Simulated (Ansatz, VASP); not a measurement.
**Two plane-wave programs on YAl3N4**

```
Y Al N
1.0
     4.81668    0.00000    0.00000
     0.00000    4.81668    0.00000
     0.00000    0.00000    4.81668
Y Al N
1 3 4
Cartesian
  0.0000 0.0000 0.0000
  0.0000 2.4083 2.4083
  2.4083 0.0000 2.4083
  2.4083 2.4083 0.0000
  1.2042 1.2042 3.6125
  1.2042 3.6125 1.2042
  3.6125 1.2042 1.2042
  3.6125 3.6125 3.6125
```

Alike in both runs: task relaxation of cell and atoms; functional PBE; k mesh 4 × 4 × 4; occupations gaussian, width 0.1 eV; no spin polarisation.

```csv
,VASP,Ansatz
version,VASP 6.6.1,Ansatz 0.2.0
potentials or method,"VASP PAW PBE potentials, release 64 (Y_sv, Al, N), cutoff 600 eV","scalar-relativistic, plane waves, PAW"
valence electrons in the cell,40,40
```

```tsv
	VASP	Ansatz	Ansatz less VASP
gap on the k mesh at the Fermi level, each at its own relaxed structure (eV)	2.35	2.31	-0.044
relaxed volume (Å³/atom)	12.36	12.45	+0.092
relaxed length of the cell vector where the two differ most in proportion (Å)	4.624	4.635	+0.0114
```
